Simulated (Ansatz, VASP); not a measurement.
**MgO in VASP and in Ansatz**

File INCAR:

```
PREC = Accurate
ENCUT = 520
EDIFF = 1E-7
ISMEAR = 0
SIGMA = 0.05
LREAL = False
LASPH = True
NELM = 80
ALGO = Normal
ISIF = 2
LWAVE = False
LCHARG = False
GGA = PE
NBANDS = 16
```

KPOINTS

```
Automatic mesh
0
Gamma
  9 9 6
```

Contents of POSCAR:

```
MgO
1.0
    3.3152854007      0.0000000000      0.0000000000
   -1.6576427004      2.8711213778      0.0000000000
    0.0000000000      0.0000000000      5.1215474231
Mg O
2 2
Direct
    0.3203244789      0.6406489578      0.0063188067
    0.6796755211      0.3593510422      0.5063188067
    0.3453528315      0.6907056630      0.3982811933
    0.6546471685      0.3092943370      0.8982811933
```

Input for Ansatz:

```yaml
crystal:
  lattice:
    - [3.3152854007, 0.0, 0.0]
    - [-1.6576427004, 2.8711213778, 0.0]
    - [0.0, 0.0, 5.1215474231]
  atoms:
    - { symbol: Mg, position: [0.3203244789, 0.6406489578, 0.0063188067] }
    - { symbol: Mg, position: [0.6796755211, 0.3593510422, 0.5063188067] }
    - { symbol: O, position: [0.3453528315, 0.690705663, 0.3982811933] }
    - { symbol: O, position: [0.6546471685, 0.309294337, 0.8982811933] }
basis:
  ecutwfc: 520.0
kpoints:
  mp_grid: { grid: [9, 9, 6] }
hamiltonian:
  xc: pbe
  pseudopotentials: { kind: paw, azcp: { folder: soft_1 } }
scf:
  occupations: { method: gaussian, width: 0.05 }
output:
  forces: true
  stress: true
  eigenvalues: true
```

Change from the starting cell: mode 4 frozen in at +0.000 Å and mode 5 at -0.075 Å (largest displacements).

Alike in both runs: task single point; functional PBE; k mesh 9 × 9 × 6; occupations gaussian, width 0.05 eV; no spin polarisation.

|  | VASP | Ansatz |
| --- | --- | --- |
| version | VASP 6.6.1 | Ansatz 0.2.0 |
| potentials or method | VASP PAW PBE potentials, release 64 (Mg, O), cutoff 520 eV | scalar-relativistic, plane waves, PAW |
| valence electrons in the cell | 16 | 32 |

VASP gave:

```
gap on the k mesh at the Fermi level (eV)                     : 3.35
least direct gap on the mesh (eV)                             : 3.35
pressure (GPa)                                                : -0.5
traceless stress, the component that is largest in VASP (GPa) : -0.23
rms of the force components (eV/Å)                            : 0.109
```

Estimate Ansatz's values.

gap on the k mesh at the Fermi level (eV): 3.37; least direct gap on the mesh (eV): 3.37; pressure (GPa): -0.1; traceless stress, the component that is largest in VASP (GPa): -0.23; rms of the force components (eV/Å): 0.108.

Atom by atom the forces differ by 0.001 eV/Å (rms over components). VASP's potentials hold 16 valence electrons a cell and Ansatz's 32, so a difference there can come from the potentials and not from the codes.
